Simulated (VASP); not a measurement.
# Al (Fm-3m) in VASP: single point with PBE

Aim: the single point of Al with PBE.

All numbers are computed with VASP 6.6.1; they aren't measurements. Logs are shortened: lines on timing, memory, paths and dates and some standing lists are left out, and cuts for length are marked.

## 1. The cell of the first run

It takes space group Fm-3m (No. 225, cubic). The conventional cell has a = 4.041 Å, b = 4.041 Å, c = 4.041 Å, α = 90.00°, β = 90.00°, γ = 90.00°. Al (site symmetry m-3m) has 12 Al at 2.86 Å within 3.8 Å.

## 2. Single point, PBE

File INCAR:

```
SYSTEM = Al
  PREC = Accurate
  ENCUT = 520
  EDIFF = 1E-6
  ISMEAR = 0
  SIGMA = 0.1
  LREAL = .False.
  LASPH = .True.
  NELM = 100
  ALGO = Normal
  ISIF = 2
  LWAVE = .False.
  LCHARG = .False.
  GGA = PE
  NBANDS = 8
```

File KPOINTS:

```
Automatic mesh
0
Gamma
  18 18 18
  0 0 0
```

File POSCAR:

```
Al
1.0
    0.0000000000      2.0204680121      2.0204680121
    2.0204680121      0.0000000000      2.0204680121
    2.0204680121      2.0204680121      0.0000000000
Al
1
Direct
    0.0000000000      0.0000000000      0.0000000000
```

Potentials or basis: VASP PAW PBE potentials, release 64 (Al).

Started as:

```bash
cat potpaw_PBE.64/Al/POTCAR > POTCAR
mpirun -np 1 vasp_std > vasp.out
```

OUTCAR:

```text
SYSTEM = Al
   PREC = Accurate
   ENCUT = 520
   EDIFF = 1E-6
   ISMEAR = 0
   LREAL = .False.
   LASPH = .True.
   NELM = 100
   ISIF = 2
   GGA = PE

 ion  position               nearest neighbor table
   1  0.000  0.000  0.000-

  LATTYP: Found a face centered cubic cell.
 ALAT       =     4.0409360242

  Lattice vectors:

 A1 = (   0.0000000000,   2.0204680121,   2.0204680121)
 A2 = (   2.0204680121,   0.0000000000,   2.0204680121)
 A3 = (   2.0204680121,   2.0204680121,   0.0000000000)

Analysis of symmetry for initial positions (statically):
=====================================================================
 Subroutine PRICEL returns:
 Original cell was already a primitive cell.

 Routine SETGRP: Setting up the symmetry group for a
 face centered cubic supercell.

 Subroutine GETGRP returns: Found 48 space group operations
 (whereof 48 operations were pure point group operations)
 out of a pool of 48 trial point group operations.

The static configuration has the point symmetry O_h .

Analysis of symmetry for dynamics (positions and initial velocities):
=====================================================================
 Subroutine PRICEL returns:
 Original cell was already a primitive cell.

 Routine SETGRP: Setting up the symmetry group for a
 face centered cubic supercell.

 Subroutine GETGRP returns: Found 48 space group operations
 (whereof 48 operations were pure point group operations)
 out of a pool of 48 trial point group operations.

The dynamic configuration has the point symmetry O_h .

 Subroutine INISYM returns: Found 48 space group operations
 (whereof 48 operations are pure point group operations),
 and found     1 'primitive' translations

----------------------------------------------------------------------------------------

                                     Primitive cell

  volume of cell :      16.4963

  direct lattice vectors                    reciprocal lattice vectors
     0.000000000  2.020468012  2.020468012    -0.247467417  0.247467417  0.247467417
     2.020468012  0.000000000  2.020468012     0.247467417 -0.247467417  0.247467417
     2.020468012  2.020468012  0.000000000     0.247467417  0.247467417 -0.247467417

  length of vectors
     2.857373265  2.857373265  2.857373265     0.428626139  0.428626139  0.428626139

  position of ions in fractional coordinates (direct lattice)
     0.000000000  0.000000000  0.000000000

  ion indices of the primitive-cell ions
   primitive index   ion index
                 1           1

----------------------------------------------------------------------------------------

 KPOINTS: Automatic mesh

Automatic generation of k-mesh.
 Grid dimensions read from file:
 generate k-points for:   18   18   18

 Generating k-lattice:

  Cartesian coordinates                     Fractional coordinates (reciprocal lattice)
    -0.013748190  0.013748190  0.013748190     0.055555556  0.000000000  0.000000000
     0.013748190 -0.013748190  0.013748190     0.000000000  0.055555556  0.000000000
     0.013748190  0.013748190 -0.013748190     0.000000000  0.000000000  0.055555556

  Length of vectors
     0.023812563  0.023812563  0.023812563

  Shift w.r.t. Gamma in fractional coordinates (k-lattice)
     0.000000000  0.000000000  0.000000000

 Subroutine IBZKPT returns following result:
 ===========================================

 Found    195 irreducible k-points:

 Following reciprocal coordinates:
            Coordinates               Weight
  0.000000  0.000000  0.000000      1.000000
  0.055556  0.000000  0.000000      8.000000
  0.111111  0.000000  0.000000      8.000000
  0.166667  0.000000  0.000000      8.000000
  0.222222  0.000000  0.000000      8.000000
  0.277778  0.000000  0.000000      8.000000
[... 16 lines left out ...]
 -0.277778  0.055556  0.000000     24.000000
 -0.222222  0.055556  0.000000     24.000000
 [... further k-points ...]
   k-points           NKPTS =    195   k-points in BZ     NKDIM =    195   number of bands    NBANDS=      8
   number of dos      NEDOS =    301   number of ions     NIONS =      1
   total plane-waves  NPLWV =  13824
   dimension x,y,z NGX =    24 NGY =   24 NGZ =   24
   dimension x,y,z NGXF=    48 NGYF=   48 NGZF=   48
   ions per type =               1
   NGX,Y,Z   is equivalent  to a cutoff of  13.96, 13.96, 13.96 a.u.
   NGXF,Y,Z  is equivalent  to a cutoff of  27.93, 27.93, 27.93 a.u.
 SYSTEM =  Al
   PREC   = accura    normal or accurate (medium, high low for compatibility)
   ISTART =      0    job   : 0-new  1-cont  2-samecut
   ICHARG =      2    charge: 1-file 2-atom 10-const
   ISPIN  =      1    spin polarized calculation?
   LNONCOLLINEAR =      F non collinear calculations
   LSORBIT =      F    spin-orbit coupling
   LASPH  =      T    aspherical Exc in radial PAW
   ENCUT  =  520.0 eV  38.22 Ry    6.18 a.u.   5.31  5.31  5.31*2*pi/ulx,y,z
   NELM   =    100;   NELMIN=  2; NELMDL= -5     # of ELM steps
   EDIFF  = 0.1E-05   stopping-criterion for ELM
   LREAL  =      F    real-space projection
   EDIFFG = 0.1E-04   stopping-criterion for IOM
   NSW    =      0    number of steps for IOM
   IBRION =     -1    ionic relax: 0-MD 1-quasi-New 2-CG
   NFREE  =      0    steps in history (QN), initial steepest desc. (CG)
   ISIF   =      2    stress and relaxation
   ISYM   =      2    0-nonsym 1-usesym 2-fastsym
   POTIM  = 0.5000    time-step for ionic-motion
   TEBEG  =    0.0;   TEEND  =   0.0 temperature during run
   PSTRESS=    0.0 pullay stress
   NELECT =       3.0000    total number of electrons
   NUPDOWN=      -1.0000    fix difference up-down
   EMIN   =  10.00;   EMAX   =-10.00  energy-range for DOS
   EFERMI =   0.00;   METHOD = LEGACY
   ISMEAR =     0;   SIGMA  =   0.10  broadening in eV -4-tet -1-fermi 0-gaus
   EFERMI_NEDOS =   21; number of points for ismear=-14 and -15
   IALGO  =     38    algorithm
   IMIX   =      4    mixing-type and parameters
     AMIX     =   0.40;   BMIX     =  1.00
     AMIX_MAG =   1.60;   BMIX_MAG =  1.00
  volume/ion in A,a.u.               =      16.50       111.32
  Fermi-wavevector in a.u.,A,eV,Ry     =   0.927513  1.752745 11.704821  0.860280
  Thomas-Fermi vector in A             =   2.053591
   LORBIT       =      0    0 simple, 1 ext, 2 COOP (PROOUT), +10 PAW based schemes
   GGA     = PE    functional components
   LHFCALC =     F    Hartree Fock is set to
   AEXX    =    0.0000 exact exchange contribution
   IVDW    =     0    specifies the selected vdW correction
   LEPSILON=     F    determine dielectric tensor
   LRPA    =     F    only Hartree local field effects (RPA)
 non-spin polarized calculation
 Gauss-broadening in eV      SIGMA  =   0.10
  energy-cutoff  :      520.00
  volume of cell :       16.50
 maximum number of plane-waves:       459
 NGX is ok and might be reduce to    24
   NGX = 11   NGY = 11   NGZ = 11

 number of electron       3.0000000 magnetization

 Free energy of the ion-electron system (eV)
  ---------------------------------------------------
  ext. energy  EPLUGINS =         0.00000000
  ---------------------------------------------------
  free energy    TOTEN  =        -3.74453164 eV

  energy without entropy =       -3.74160572  energy(sigma->0) =       -3.74306868

 E-fermi :   7.9938     XC(G=0): -10.1973

 val. band max:        7.9872747425   @ k =  -0.2778   0.2778   0.0556
 cond. band min:       7.9944420101   @ k =  -0.2778   0.5000   0.2222
 fundamental gap:      0.0071672676
 Fermi energy:         7.9937579014

 k-point     1 :       0.0000    0.0000    0.0000
  band No.  band energies     occupation
      1      -3.1334      2.00000
      2      20.6230      0.00000
      3      20.6230      0.00000
      4      20.6230      0.00000
      5      22.1167      0.00000
      6      22.1167      0.00000
      7      22.1167      0.00000
      8      24.4700      0.00000

 k-point     2 :       0.0556    0.0000    0.0000
  band No.  band energies     occupation
      1      -3.0495      2.00000
      2      19.1054      0.00000
      3      20.3112      0.00000
      4      20.3112      0.00000
      5      22.5593      0.00000
      6      22.5593      0.00000
      7      22.6914      0.00000
      8      25.3533      0.00000

 k-point     3 :       0.1111    0.0000    0.0000
  band No.  band energies     occupation
      1      -2.7980      2.00000
      2      16.8826      0.00000
      3      19.7996      0.00000
      4      19.7996      0.00000
      5      22.7544      0.00000
      6      23.4326      0.00000
      7      23.4326      0.00000
      8      25.9222      0.00000

 k-point     4 :       0.1667    0.0000    0.0000
  band No.  band energies     occupation
      1      -2.3799      2.00000
      2      14.6453      0.00000
      3      19.3541      0.00000
      4      19.3541      0.00000
      5      22.5920      0.00000
      6      24.0364      0.00000
      7      24.0364      0.00000
      8      25.2775      0.00000

 k-point     5 :       0.2222    0.0000    0.0000
  band No.  band energies     occupation
      1      -1.7966      2.00000
      2      12.4840      0.00000
      3      19.0267      0.00000
      4      19.0267      0.00000
      5      22.4215      0.00000
      6      23.2642      0.00000
      7      23.2642      0.00000
      8      26.2153      0.00000

 k-point     6 :       0.2778    0.0000    0.0000
  band No.  band energies     occupation
      1      -1.0501      2.00000
      2      10.4298      0.00000
      3      18.8315      0.00000
      4      18.8315      0.00000
      5      22.2718      0.00000
      6      22.2718      0.00000
      7      22.3226      0.00000
      8      26.2725      0.00000

 k-point     7 :       0.3333    0.0000    0.0000
  band No.  band energies     occupation
      1      -0.1429      2.00000
      2       8.4982      0.00000
      3      18.7733      0.00000
      4      18.7733      0.00000
      5      21.3671      0.00000
      6      21.3671      0.00000
      7      22.3354      0.00000
      8      25.3388      0.00000

 k-point     8 :       0.3889    0.0000    0.0000
  band No.  band energies     occupation
      1       0.9219      2.00000
      2       6.6987      2.00000
      3      18.8545      0.00000
      4      18.8545      0.00000
      5      20.5877      0.00000
      6      20.5877      0.00000
      7      22.4807      0.00000
      8      24.5046      0.00000

 k-point     9 :       0.4444    0.0000    0.0000
  band No.  band energies     occupation
      1       2.1402      2.00000
      2       5.0385      2.00000
      3      19.0760      0.00000
      4      19.0760      0.00000
      5      19.9443      0.00000
      6      19.9443      0.00000
      7      22.7672      0.00000
      8      23.7934      0.00000

 k-point    10 :       0.5000    0.0000    0.0000
  band No.  band energies     occupation
      1       3.4087      2.00000
      2       3.6226      2.00000
      3      19.4149      0.00000
      4      19.4149      0.00000
      5      19.4644      0.00000
      6      19.4644      0.00000
      7      23.1309      0.00000
      8      23.2863      0.00000
[... 78 lines left out ...]
 k-point    18 :       0.4444    0.0556    0.0000
  band No.  band energies     occupation
      1       1.7894      2.00000
      2       5.6456      2.00000
      3      17.8937      0.00000
      4      18.4875      0.00000
      5      19.3047      0.00000
      6      21.3618      0.00000
      7      23.6034      0.00000
      8      24.6120      0.00000

 k-point    19 :       0.5000    0.0556    0.0000
  band No.  band energies     occupation
      1       3.1010      2.00000
      2       4.0886      2.00000
      3      17.9266      0.00000
      4      18.2090      0.00000
      5      19.6342      0.00000
      6      20.8147      0.00000
      7      23.9201      0.00000
      8      24.0579      0.00000

 k-point    20 :      -0.4444    0.0556    0.0000
  band No.  band energies     occupation
      1       2.6501      2.00000
      2       4.5885      2.00000
      3      17.5092      0.00000
      4      18.6663      0.00000
      5      20.1072      0.00000
      6      20.4067      0.00000
      7      23.5195      0.00000
      8      24.4946      0.00000

 k-point    21 :      -0.3889    0.0556    0.0000
  band No.  band energies     occupation
      1       1.3834      2.00000
      2       6.1983      2.00000
      3      17.2367      0.00000
      4      19.2628      0.00000
      5      20.1411      0.00000
      6      20.7205      0.00000
      7      23.1894      0.00000
      8      25.1329      0.00000

 k-point    22 :      -0.3333    0.0556    0.0000
  band No.  band energies     occupation
      1       0.2675      2.00000
      2       7.9502      1.46232
      3      17.1092      0.00000
      4      19.9188      0.00000
      5      20.0953      0.00000
      6      21.4685      0.00000
      7      22.9995      0.00000
      8      25.8827      0.00000

 k-point    23 :      -0.2778    0.0556    0.0000
  band No.  band energies     occupation
      1      -0.6920      2.00000
      2       9.8353      0.00000
      3      17.1267      0.00000
      4      19.9981      0.00000
      5      20.8980      0.00000
      6      22.3330      0.00000
      7      22.9518      0.00000
      8      26.6733      0.00000

 k-point    24 :      -0.2222    0.0556    0.0000
  band No.  band energies     occupation
      1      -1.4920      2.00000
      2      11.8439      0.00000
      3      17.2887      0.00000
      4      20.1406      0.00000
      5      21.8864      0.00000
      6      22.9372      0.00000
      7      23.3846      0.00000
      8      25.5871      0.00000

 [... further k-points ...]
[... 5 lines left out ...]
  --------------------------------------------------------------------------------------
  -------------------------------------------------------------------------------------
  Total       -0.0015416     -0.0015416     -0.0015416      0.0000000      0.0000000      0.0000000
  in kB       -0.1497225     -0.1497225     -0.1497225      0.0000000      0.0000000      0.0000000
  external PRESSURE =      -0.1497225 kB  Pullay stress =       0.0000000 kB

 VOLUME and BASIS-vectors are now :
 -----------------------------------------------------------------------------
  energy-cutoff  :      520.00
  volume of cell :       16.50
      direct lattice vectors                 reciprocal lattice vectors
     0.000000000  2.020468012  2.020468012    -0.247467417  0.247467417  0.247467417
     2.020468012  0.000000000  2.020468012     0.247467417 -0.247467417  0.247467417
     2.020468012  2.020468012  0.000000000     0.247467417  0.247467417 -0.247467417

 POSITION                                       TOTAL-FORCE (eV/Angst)
 -----------------------------------------------------------------------------------
      0.00000      0.00000      0.00000        -0.000000      0.000000      0.000000
 -----------------------------------------------------------------------------------
    total drift:                               -0.000000      0.000000      0.000000

  FREE ENERGIE OF THE ION-ELECTRON SYSTEM (eV)
  ---------------------------------------------------
  free  energy   TOTEN  =        -3.7445316406 eV

  energy  without entropy=       -3.7416057154  energy(sigma->0) =       -3.74306868
```

Wall time 7.4 s (1 thread of Intel Xeon 6975P-C (Granite Rapids), shared host); peak memory 0.14 GiB.

Results:

- Free energy: -3.7445 eV
- Pressure: 0.0 GPa
